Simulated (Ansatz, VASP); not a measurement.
ReSb3: VASP beside Ansatz

Contents of INCAR:

```
SYSTEM = ReSb3
ALGO = Normal
EDIFF = 1E-7
EDIFFG = -0.01
ENCUT = 600
GGA = PE
GGA_COMPAT = .FALSE.
IBRION = 2
ISIF = 3
ISMEAR = 0
LASPH = .TRUE.
LCHARG = .FALSE.
LREAL = .FALSE.
LWAVE = .FALSE.
NELM = 120
NELMIN = 4
NSW = 100
PREC = Accurate
SIGMA = 0.1
```

Contents of KPOINTS:

```
k-points
0
G
  10 10 10
  0 0 0
```

File POSCAR:

```
ReSb3
1.0
    4.4844168694      0.0000000000      0.0000000000
    0.0000000000      4.4844168694      0.0000000000
    0.0000000000      0.0000000000      4.4844168694
Re Sb
1 3
Direct
    0.0000000000      0.0000000000      0.0000000000
    0.0000000000      0.5000000000      0.5000000000
    0.5000000000      0.0000000000      0.5000000000
    0.5000000000      0.5000000000      0.0000000000
```

Input for Ansatz:

```yaml
crystal:
  lattice:
    - [4.4844168694, 0.0, 0.0]
    - [0.0, 4.4844168694, 0.0]
    - [0.0, 0.0, 4.4844168694]
  atoms:
    - { symbol: Re, position: [0.0, 0.0, 0.0] }
    - { symbol: Sb, position: [0.0, 0.5, 0.5] }
    - { symbol: Sb, position: [0.5, 0.0, 0.5] }
    - { symbol: Sb, position: [0.5, 0.5, 0.0] }
basis:
  ecutwfc: 420
kpoints:
  mp_grid: { grid: [10, 10, 10] }
hamiltonian:
  xc: pbe
scf:
  occupations: { method: gaussian, width: 0.1 }
output:
  forces: true
  stress: true
  eigenvalues: true
relax:
  adjacent_minimum: "off"
  f_tol: 0.01
  max_steps: 80
  cell: { stress_tol: 0.05 }
```

Alike in both runs: task relaxation of cell and atoms; functional PBE; k mesh 10 × 10 × 10; occupations gaussian, width 0.1 eV; no spin polarisation.

```csv
,VASP,Ansatz
version,VASP 6.6.1,Ansatz 0.2.0
potentials or method,"VASP PAW PBE potentials, release 64 (Re, Sb), cutoff 600 eV","scalar-relativistic, plane waves, PAW"
valence electrons in the cell,22,60
```

```tsv
	VASP	Ansatz	Ansatz less VASP
gap on the k mesh at the Fermi level, each at its own relaxed structure (eV)	none	none	-
relaxed volume (Å³/atom)	22.49	22.52	+0.029
relaxed cell length with the largest relative difference (Å)	4.481	4.483	+0.0019
```

A gap of «none» marks a metal or a gap that the smearing closes. VASP's potentials hold 22 valence electrons a cell and Ansatz's 60, so a difference there can come from the potentials and not from the codes.

Spin-orbit coupling is off throughout.
